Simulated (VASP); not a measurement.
# CaSe (Fm-3m) in VASP: settings compared, part 2 of 2

VASP 6.6.1. Earlier steps stand in the parts before.

## 3. Relaxation of cell and atoms, LDA

Contents of INCAR:

```
  PREC = Accurate
  ENCUT = 600
  EDIFF = 1E-6
  ISMEAR = -1
  SIGMA = 0.02
  LREAL = False
  LASPH = True
  NELM = 80
  ALGO = Normal
  ISIF = 3
  LWAVE = False
  LCHARG = False
  IBRION = 2
  NSW = 80
  EDIFFG = -0.005
```

Contents of KPOINTS:

```
Automatic mesh
0
Gamma
  6 6 6
```

Contents of POSCAR:

```
CaSe
1.0
    0.0000000000      2.9795339269      2.9795339269
    2.9795339269      0.0000000000      2.9795339269
    2.9795339269      2.9795339269      0.0000000000
Ca Se
1 1
Direct
    0.0000000000      0.0000000000      0.0000000000
    0.5000000000      0.5000000000      0.5000000000
```

Potentials or basis: VASP PAW LDA potentials, release 64 (Ca_sv, Se).

Started as:

```sh
$ cat potpaw_LDA.64/Ca_sv/POTCAR potpaw_LDA.64/Se/POTCAR > POTCAR
$ mpirun -np 1 vasp_std > vasp.out
```

OUTCAR:

```text
PREC = Accurate
   ENCUT = 600
   EDIFF = 1E-6
   ISMEAR = -1
   LREAL = False
   LASPH = True
   NELM = 80
   ISIF = 3
   IBRION = 2
   NSW = 80
   EDIFFG = -0.005

 ion  position               nearest neighbor table
   1  0.000  0.000  0.000-   2 2.98   2 2.98   2 2.98   2 2.98   2 2.98   2 2.98
   2  0.500  0.500  0.500-   1 2.98   1 2.98   1 2.98   1 2.98   1 2.98   1 2.98

  LATTYP: Found a face centered cubic cell.
 ALAT       =     5.9590678538

  Lattice vectors:

 A1 = (   0.0000000000,   2.9795339269,   2.9795339269)
 A2 = (   2.9795339269,   0.0000000000,   2.9795339269)
 A3 = (   2.9795339269,   2.9795339269,   0.0000000000)

Analysis of symmetry for initial positions (statically):
=====================================================================
 Subroutine PRICEL returns:
 Original cell was already a primitive cell.

 Routine SETGRP: Setting up the symmetry group for a
 face centered cubic supercell.

 Subroutine GETGRP returns: Found 48 space group operations
 (whereof 48 operations were pure point group operations)
 out of a pool of 48 trial point group operations.

The static configuration has the point symmetry O_h .

Analysis of symmetry for dynamics (positions and initial velocities):
=====================================================================
 Subroutine PRICEL returns:
 Original cell was already a primitive cell.

 Routine SETGRP: Setting up the symmetry group for a
 face centered cubic supercell.

[... 139 lines left out ...]
  ---------------------------------------------------
  ext. energy  EPLUGINS =         0.00000000
  ---------------------------------------------------
  free energy    TOTEN  =       -10.53009664 eV

  energy without entropy =      -10.53009664  energy(sigma->0) =      -10.53009664

 E-fermi :   2.6791     XC(G=0):  -9.4041

 val. band max:        2.1945264105   @ k =   0.0000   0.0000   0.0000
 cond. band min:       4.1090249253   @ k =   0.5000   0.5000   0.0000
 fundamental gap:      1.9144985149
 Fermi energy:         2.6791295718

 k-point     1 :       0.0000    0.0000    0.0000
  band No.  band energies     occupation
      1     -37.1499      2.00000
      2     -18.4366      2.00000
      3     -18.4366      2.00000
      4     -18.4366      2.00000
      5      -9.5690      2.00000
      6       2.1945      2.00000
      7       2.1945      2.00000
      8       2.1945      2.00000
      9       5.1812      0.00000
     10       5.7459      0.00000
     11       5.7459      0.00000
     12       5.7459      0.00000
[... 294 lines left out ...]
--------------------------------------- Ionic step        3  -------------------------------------------

 number of electron      16.0000000 magnetization

 Free energy of the ion-electron system (eV)
  ---------------------------------------------------
  ext. energy  EPLUGINS =         0.00000000
  ---------------------------------------------------
  free energy    TOTEN  =       -10.58304637 eV

  energy without entropy =      -10.58304637  energy(sigma->0) =      -10.58304637

 E-fermi :   3.2926     XC(G=0):  -9.7427

 val. band max:        2.7772277023   @ k =   0.0000   0.0000   0.0000
 cond. band min:       4.4866974323   @ k =   0.5000   0.5000   0.0000
 fundamental gap:      1.7094697300
 Fermi energy:         3.2926303643

 k-point     1 :       0.0000    0.0000    0.0000
  band No.  band energies     occupation
      1     -36.3379      2.00000
      2     -17.6403      2.00000
      3     -17.6403      2.00000
      4     -17.6403      2.00000
      5      -9.2714      2.00000
      6       2.7772      2.00000
      7       2.7772      2.00000
      8       2.7772      2.00000
      9       6.2055      0.00000
     10       6.2884      0.00000
     11       6.2884      0.00000
     12       6.2884      0.00000
[... 252 lines left out ...]
  FREE ENERGIE OF THE ION-ELECTRON SYSTEM (eV)
  ---------------------------------------------------
  free  energy   TOTEN  =       -10.5830463664 eV

  energy  without entropy=      -10.5830463664  energy(sigma->0) =      -10.58304637

 reached required accuracy - stopping structural energy minimisation
```

CONTCAR:

```text
CaSe
   1.00000000000000
    -0.0000000000000000    2.9007905439848765    2.9007905439848765
     2.9007905439848765   -0.0000000000000000    2.9007905439848765
     2.9007905439848765    2.9007905439848765    0.0000000000000000
  Ca              Se
     1     1
Direct
     0.0000000000000000    0.0000000000000000    0.0000000000000000
     0.5000000000000000    0.5000000000000000    0.5000000000000000

  0.00000000E+00  0.00000000E+00  0.00000000E+00
  0.00000000E+00  0.00000000E+00  0.00000000E+00
```

It took 17 s on 1 thread of Intel Xeon Platinum 8488C (Sapphire Rapids), shared host; peak memory 0.17 GiB.

Results:

```yaml
Free_energy: -10.5830 eV
Relaxed_volume: 24.41 Å³/atom
Relaxed_cell: a = 4.102 Å, b = 4.102 Å, c = 4.102 Å, α = 60.00°, β = 60.00°, γ = 60.00°
Space_group_after_relaxing_to_0.05_Å: Fm-3m (No. 225)
Energy_gained_by_relaxing: 26.5 meV/atom
Ionic_steps: 3
Pressure_after_relaxing: 0.0 GPa
Band_gap_on_the_k_mesh: 1.71 eV, indirect (least direct gap 2.71 eV)
```

Step by step:
```tsv
step	energy change (eV)	largest force (eV/Å)	pressure (GPa)	volume (Å³)
1	0.0000	0.0000	-3.89	52.90
2	-0.0512	0.0000	0.83	48.14
3	-0.0529	0.0000	0.01	48.82
```

Final structure:
```xyz
2
Lattice="0.0000 2.9008 2.9008 2.9008 0.0000 2.9008 2.9008 2.9008 0.0000" Properties=species:S:1:pos:R:3 pbc="T T T"
Ca    0.0000    0.0000    0.0000
Se    2.9008    2.9008    2.9008
```

A k mesh can miss the band edges. A hybrid or GW would open this gap; LDA tends to underestimate it.
